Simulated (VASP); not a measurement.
# B (P6/mmm) in VASP: a series of runs

B is run at these levels: LDA; tasks: single point.

Everything below comes from runs of VASP 6.6.1. Logs are shortened: lines on timing, memory, paths and dates and some standing lists are left out, and cuts for length are marked.

### 1 The cell of the first run

The structure is hexagonal, space group P6/mmm (No. 191). The conventional cell has a = 1.702 Å, b = 1.702 Å, c = 3.635 Å, α = 90.00°, β = 90.00°, γ = 120.00°. Within 2.3 Å of B (site symmetry 6/mmm) lie 6 B at 1.70 Å.

### 2 Single point, LDA

Input file INCAR:

```
  PREC = Accurate
  ENCUT = 520
  EDIFF = 1E-6
  ISMEAR = 1
  SIGMA = 0.05
  LREAL = F
  LASPH = T
  NELM = 80
  ALGO = Normal
  ISIF = 2
  LWAVE = F
  LCHARG = F
  GGA = CA
  NBANDS = 8
```

Input file KPOINTS:

```
Automatic mesh
0
Gamma
  5 5 2
```

Input file POSCAR:

```
B
1.0
    1.7024300000      0.0000000000      0.0000000000
   -0.8512200000      1.4743500000      0.0000000000
    0.0000000000      0.0000000000      3.6354200000
B
1
Direct
    0.0000000000      0.0000000000      0.0000000000
```

Potentials or basis: VASP PAW LDA potentials, release 64 (B).

The run is started by

```sh
$ cat potpaw_LDA.64/B/POTCAR > POTCAR
$ mpirun -np 1 vasp_std > vasp.out
```

OUTCAR:

```text
PREC = Accurate
   ENCUT = 520
   EDIFF = 1E-6
   ISMEAR = 1
   LREAL = F
   LASPH = T
   NELM = 80
   ISIF = 2
   GGA = CA

 ion  position               nearest neighbor table
   1  0.000  0.000  0.000-

  LATTYP: Found a hexagonal cell.
 ALAT       =     1.7024300000
 C/A-ratio  =     2.1354299443

  Lattice vectors:

 A1 = (   1.7024300000,   0.0000000000,   0.0000000000)
 A2 = (  -0.8512200000,   1.4743500000,   0.0000000000)
 A3 = (   0.0000000000,   0.0000000000,   3.6354200000)

Analysis of symmetry for initial positions (statically):
=====================================================================
 Subroutine PRICEL returns:
 Original cell was already a primitive cell.

 Routine SETGRP: Setting up the symmetry group for a
 hexagonal supercell.

 Subroutine GETGRP returns: Found 24 space group operations
 (whereof 24 operations were pure point group operations)
 out of a pool of 24 trial point group operations.

The static configuration has the point symmetry D_6h.

Analysis of symmetry for dynamics (positions and initial velocities):
=====================================================================
 Subroutine PRICEL returns:
 Original cell was already a primitive cell.

 Routine SETGRP: Setting up the symmetry group for a
 hexagonal supercell.

 Subroutine GETGRP returns: Found 24 space group operations
 (whereof 24 operations were pure point group operations)
 out of a pool of 24 trial point group operations.

The dynamic configuration has the point symmetry D_6h.

 Subroutine INISYM returns: Found 24 space group operations
 (whereof 24 operations are pure point group operations),
 and found     1 'primitive' translations

----------------------------------------------------------------------------------------

                                     Primitive cell

  volume of cell :       9.1248

  direct lattice vectors                    reciprocal lattice vectors
     1.702430000  0.000000000  0.000000000     0.587395664  0.339134491  0.000000000
    -0.851220000  1.474350000  0.000000000     0.000000000  0.678264998  0.000000000
     0.000000000  0.000000000  3.635420000     0.000000000  0.000000000  0.275071381

  length of vectors
     1.702430000  1.702434554  3.635420000     0.678266813  0.678264998  0.275071381

  position of ions in fractional coordinates (direct lattice)
     0.000000000  0.000000000  0.000000000

  ion indices of the primitive-cell ions
   primitive index   ion index
                 1           1

----------------------------------------------------------------------------------------

 KPOINTS: Automatic mesh

Automatic generation of k-mesh.
 Grid dimensions read from file:
 generate k-points for:    5    5    2

 Generating k-lattice:

  Cartesian coordinates                     Fractional coordinates (reciprocal lattice)
     0.117479133  0.067826898  0.000000000     0.200000000  0.000000000  0.000000000
     0.000000000  0.135653000  0.000000000     0.000000000  0.200000000  0.000000000
     0.000000000  0.000000000  0.137535691     0.000000000  0.000000000  0.500000000

  Length of vectors
     0.135653363  0.135653000  0.137535691

  Shift w.r.t. Gamma in fractional coordinates (k-lattice)
     0.000000000  0.000000000  0.000000000

 Subroutine IBZKPT returns following result:
 ===========================================

 Found     10 irreducible k-points:

 Following reciprocal coordinates:
            Coordinates               Weight
  0.000000  0.000000  0.000000      1.000000
  0.200000 -0.000000  0.000000      6.000000
  0.400000 -0.000000  0.000000      6.000000
  0.200000  0.200000  0.000000      6.000000
  0.400000  0.200000  0.000000      6.000000
  0.000000  0.000000  0.500000      1.000000
  0.200000 -0.000000  0.500000      6.000000
  0.400000 -0.000000  0.500000      6.000000
  0.200000  0.200000  0.500000      6.000000
  0.400000  0.200000  0.500000      6.000000
   k-points           NKPTS =     10   k-points in BZ     NKDIM =     10   number of bands    NBANDS=      8
   number of dos      NEDOS =    301   number of ions     NIONS =      1
   total plane-waves  NPLWV =   5488
   dimension x,y,z NGX =    14 NGY =   14 NGZ =   28
   dimension x,y,z NGXF=    28 NGYF=   28 NGZF=   56
   ions per type =               1
   NGX,Y,Z   is equivalent  to a cutoff of  13.67, 13.67, 12.80 a.u.
   NGXF,Y,Z  is equivalent  to a cutoff of  27.34, 27.34, 25.61 a.u.
 SYSTEM =  unknown system
   PREC   = accura    normal or accurate (medium, high low for compatibility)
   ISTART =      0    job   : 0-new  1-cont  2-samecut
   ICHARG =      2    charge: 1-file 2-atom 10-const
   ISPIN  =      1    spin polarized calculation?
   LNONCOLLINEAR =      F non collinear calculations
   LSORBIT =      F    spin-orbit coupling
   LASPH  =      T    aspherical Exc in radial PAW
   ENCUT  =  520.0 eV  38.22 Ry    6.18 a.u.   3.17  3.17  6.76*2*pi/ulx,y,z
   NELM   =     80;   NELMIN=  2; NELMDL= -5     # of ELM steps
   EDIFF  = 0.1E-05   stopping-criterion for ELM
   LREAL  =      F    real-space projection
   EDIFFG = 0.1E-04   stopping-criterion for IOM
   NSW    =      0    number of steps for IOM
   IBRION =     -1    ionic relax: 0-MD 1-quasi-New 2-CG
   NFREE  =      0    steps in history (QN), initial steepest desc. (CG)
   ISIF   =      2    stress and relaxation
   ISYM   =      2    0-nonsym 1-usesym 2-fastsym
   POTIM  = 0.5000    time-step for ionic-motion
   TEBEG  =    0.0;   TEEND  =   0.0 temperature during run
   PSTRESS=    0.0 pullay stress
   NELECT =       3.0000    total number of electrons
   NUPDOWN=      -1.0000    fix difference up-down
   EMIN   =  10.00;   EMAX   =-10.00  energy-range for DOS
   EFERMI =   0.00;   METHOD = LEGACY
   ISMEAR =     1;   SIGMA  =   0.05  broadening in eV -4-tet -1-fermi 0-gaus
   EFERMI_NEDOS =   21; number of points for ismear=-14 and -15
   IALGO  =     38    algorithm
   IMIX   =      4    mixing-type and parameters
     AMIX     =   0.40;   BMIX     =  1.00
     AMIX_MAG =   1.60;   BMIX_MAG =  1.00
  volume/ion in A,a.u.               =       9.12        61.58
  Fermi-wavevector in a.u.,A,eV,Ry     =   1.129901  2.135203 17.370238  1.276677
  Thomas-Fermi vector in A             =   2.266596
   LORBIT       =      0    0 simple, 1 ext, 2 COOP (PROOUT), +10 PAW based schemes
   GGA     = CA    functional components
   LHFCALC =     F    Hartree Fock is set to
   AEXX    =    0.0000 exact exchange contribution
   IVDW    =     0    specifies the selected vdW correction
   LEPSILON=     F    determine dielectric tensor
   LRPA    =     F    only Hartree local field effects (RPA)
 non-spin polarized calculation
 Methfessel and Paxton  Order N= 1 SIGMA  =   0.05
  energy-cutoff  :      520.00
  volume of cell :        9.12
 maximum number of plane-waves:       254
 NGX is ok and might be reduce to    14
   NGX =  7   NGY =  7   NGZ = 13

 number of electron       3.0000001 magnetization

 Free energy of the ion-electron system (eV)
  ---------------------------------------------------
  ext. energy  EPLUGINS =         0.00000000
  ---------------------------------------------------
  free energy    TOTEN  =        -6.46868408 eV

  energy without entropy =       -6.46781988  energy(sigma->0) =       -6.46839601

 E-fermi :   5.5774     XC(G=0): -10.3176

 val. band max:        5.5556055275   @ k =   0.4000   0.2000   0.0000
 cond. band min:       5.7379981840   @ k =   0.4000   0.2000   0.5000
 fundamental gap:      0.1823926565
 Fermi energy:         5.5774391082

 k-point     1 :       0.0000    0.0000    0.0000
  band No.  band energies     occupation
      1     -11.6153      2.00000
      2      -1.3621      2.00000
      3       7.4042      0.00000
      4      29.9913      0.00000
      5      29.9914      0.00000
      6      31.1197      0.00000
      7      37.2800      0.00000
      8      51.7198      0.00000

 k-point     2 :       0.2000   -0.0000    0.0000
  band No.  band energies     occupation
      1      -9.8028      2.00000
      2       1.2484      2.00000
      3       9.6092      0.00000
      4      22.4559      0.00000
      5      26.0023      0.00000
      6      32.6282      0.00000
      7      39.2362      0.00000
      8      44.5144      0.00000

 k-point     3 :       0.4000   -0.0000    0.0000
  band No.  band energies     occupation
      1      -4.9851      2.00000
      2       8.5853      0.00000
      3       9.0580      0.00000
      4      18.4855      0.00000
      5      21.9127      0.00000
      6      24.1039      0.00000
      7      31.0614      0.00000
      8      39.8318      0.00000

 k-point     4 :       0.2000    0.2000    0.0000
  band No.  band energies     occupation
      1      -6.2708      2.00000
      2       6.3043     -0.00000
      3      13.3987      0.00000
      4      13.8911      0.00000
      5      20.9523      0.00000
      6      30.4074      0.00000
      7      38.6198      0.00000
      8      40.7039      0.00000

 k-point     5 :       0.4000    0.2000    0.0000
  band No.  band energies     occupation
      1      -1.4186      2.00000
      2       5.5556      1.66672
      3      13.0743      0.00000
      4      15.6511      0.00000
      5      22.0618      0.00000
      6      25.0848      0.00000
      7      27.9985      0.00000
      8      33.2310      0.00000

 k-point     6 :       0.0000    0.0000    0.5000
  band No.  band energies     occupation
      1     -11.2688      2.00000
      2      -3.3517      2.00000
      3      14.0235      0.00000
      4      19.0631      0.00000
      5      29.9987      0.00000
      6      29.9989      0.00000
      7      50.8817      0.00000
      8      51.8415      0.00000

 k-point     7 :       0.2000   -0.0000    0.5000
  band No.  band energies     occupation
      1      -9.5156      2.00000
      2      -0.6894      2.00000
      3      16.5459      0.00000
      4      18.8592      0.00000
      5      25.3185      0.00000
      6      26.0175      0.00000
      7      40.4986      0.00000
      8      43.2574      0.00000

 k-point     8 :       0.4000   -0.0000    0.5000
  band No.  band energies     occupation
      1      -4.8470      2.00000
      2       6.9652      0.00000
      3       9.6529      0.00000
      4      20.3583      0.00000
      5      21.9323      0.00000
      6      26.4084      0.00000
      7      29.1364      0.00000
      8      39.3270      0.00000

 k-point     9 :       0.2000    0.2000    0.5000
  band No.  band energies     occupation
      1      -6.0776      2.00000
      2       4.5243      2.00000
      3      13.9479      0.00000
      4      17.5089      0.00000
      5      20.9951      0.00000
      6      29.2695      0.00000
      7      32.1246      0.00000
      8      35.3057      0.00000

 k-point    10 :       0.4000    0.2000    0.5000
  band No.  band energies     occupation
      1      -1.3467      2.00000
      2       5.7380     -0.00005
      3      12.0944      0.00000
      4      16.3537      0.00000
      5      18.7256      0.00000
      6      28.3688      0.00000
      7      33.8025      0.00000
      8      35.6603      0.00000

------------------------ aborting loop because EDIFF is reached ----------------------------------------

  FORCE on cell =-STRESS in cart. coord.  units (eV):
  Direction    XX          YY          ZZ          XY          YZ          ZX
  --------------------------------------------------------------------------------------
  -------------------------------------------------------------------------------------
  Total        0.9263105      0.9263135     -0.7173029     -0.0000031      0.0000000      0.0000000
  in kB      162.6457577    162.6462810   -125.9472645     -0.0005516      0.0000000      0.0000000
  external PRESSURE =      66.4482581 kB  Pullay stress =       0.0000000 kB

 VOLUME and BASIS-vectors are now :
 -----------------------------------------------------------------------------
  energy-cutoff  :      520.00
  volume of cell :        9.12
      direct lattice vectors                 reciprocal lattice vectors
     1.702430000  0.000000000  0.000000000     0.587395664  0.339134491  0.000000000
    -0.851220000  1.474350000  0.000000000     0.000000000  0.678264998  0.000000000
     0.000000000  0.000000000  3.635420000     0.000000000  0.000000000  0.275071381

 POSITION                                       TOTAL-FORCE (eV/Angst)
 -----------------------------------------------------------------------------------
      0.00000      0.00000      0.00000         0.000000      0.000000      0.000000
 -----------------------------------------------------------------------------------
    total drift:                                0.000000      0.000000     -0.000000

  FREE ENERGIE OF THE ION-ELECTRON SYSTEM (eV)
  ---------------------------------------------------
  free  energy   TOTEN  =        -6.4686840799 eV

  energy  without entropy=       -6.4678198790  energy(sigma->0) =       -6.46839601
```

Wall time 3.3 s (1 thread of Intel Xeon 8259CL, shared host); peak memory 0.11 GiB.

What came out:

| Quantity | Value |
| --- | --- |
| Free energy | -6.4687 eV |
| Pressure | 6.6 GPa |

Levels at points of the mesh, in eV from the Fermi level:
```tsv
k point	band 1	band 2	band 3	band 4	band 5
(0.00, 0.00, 0.00)	-17.19	-6.94	1.83	24.41	24.41
(0.00, 0.00, 0.50)	-16.85	-8.93	8.45	13.49	24.42
```

Caveat: the k points lie up to 0.86 Å⁻¹ apart.

### 3 Single point, LDA

Input file INCAR:

```
SYSTEM = B
  PREC = Accurate
  ENCUT = 520
  EDIFF = 1E-6
  ISMEAR = 1
  SIGMA = 0.05
  LREAL = .False.
  LASPH = .True.
  NELM = 60
  ALGO = Normal
  ISIF = 2
  LWAVE = .False.
  LCHARG = .True.
  GGA = CA
  LELF = .True.
  LVHAR = .True.
  NBANDS = 8
```

Input file KPOINTS:

```
regular mesh
0
Gamma
  8 8 3
  0 0 0
```

POSCAR is that of step 2.

Potentials or basis: VASP PAW LDA potentials, release 64 (B).

The run is started by

```sh
$ cat potpaw_LDA.64/B/POTCAR > POTCAR
$ mpirun -np 1 vasp_std > vasp.out
```

It took 6.5 s on 1 thread of Intel Xeon 8259CL, shared host; peak memory 0.1 GiB.

The run converged. Its results:

```yaml
Free_energy: -6.7417 eV
Pressure: -1.4 GPa
```

Stress tensor (GPa, compression positive):
```
 1.62  0.00  0.00
 0.00  1.62  0.00
 0.00  0.00 -7.59
```

Levels at points of the mesh, in eV from the Fermi level:
```tsv
k point	band 1	band 2	band 3	band 4	band 5	band 6	band 7
(0.00, 0.00, 0.00)	-16.21	-5.92	2.91	25.37	25.37	26.59	32.75
(0.50, 0.00, 0.00)	-8.01	2.15	7.03	15.44	16.73	18.55	20.35
```

Caveat: the k points lie up to 0.58 Å⁻¹ apart.

(Continued in part 2 of 2.)
